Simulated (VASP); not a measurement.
A run of VASP 6.6.1 is set up as follows.

Contents of POSCAR:

```
Mo
1.0
    2.6761211312      0.0000000000      0.0000000000
   -1.3380605656      2.3175888832      0.0000000000
    0.0000000000      0.0000000000      9.4558729826
Mo
4
Direct
    1.0000000000      1.0000000000      1.0000000000
    1.0000000000      0.0000000000      0.5000000000
    0.3333333333      0.6666666667      0.2500000000
    0.6666666667      0.3333333333      0.7500000000
```

File INCAR.step1:

```
PREC = Accurate
ENCUT = 520
ISMEAR = -1
SIGMA = 0.1
LREAL = False
LASPH = True
NELM = 60
NBANDS = 36
GGA = PE
ALGO = Normal
EDIFF = 1E-4
LWAVE = True
LCHARG = False
```

File INCAR.step2:

```
PREC = Accurate
ENCUT = 520
EDIFF = 1E-7
ISMEAR = -1
SIGMA = 0.1
LREAL = False
LASPH = True
NELM = 60
ALGO = Normal
ISIF = 2
LWAVE = False
LCHARG = False
METAGGA = R2SCAN
LMIXTAU = True
NBANDS = 36
ISTART = 1
```

The input KPOINTS:

```
regular mesh
0
Gamma
  15 15 4
```

Potentials or basis: VASP PAW PBE potentials, release 64 (Mo_sv).

Run with:

```sh
$ cat potpaw_PBE.64/Mo_sv/POTCAR > POTCAR
$ cp INCAR.step1 INCAR
$ mpirun -np 1 vasp_std > vasp.out
$ cp INCAR.step2 INCAR
$ mpirun -np 1 vasp_std > vasp.out
```

Task: What does it give for the pressure?

Result: 25.9 GPa.

Task: Estimate the band gap on the k mesh.

Result: Zero (bands 28 and 29 overlap by 2.21 eV).

Stress tensor (GPa, compression positive):
```
27.91  0.00  0.00
 0.00 27.91  0.00
 0.00  0.00 22.02
```

Caveat: the stress differs along the axes, from 22 to 28 GPa; the PAW data sets were made with another functional, which shifts forces and pressure a little.
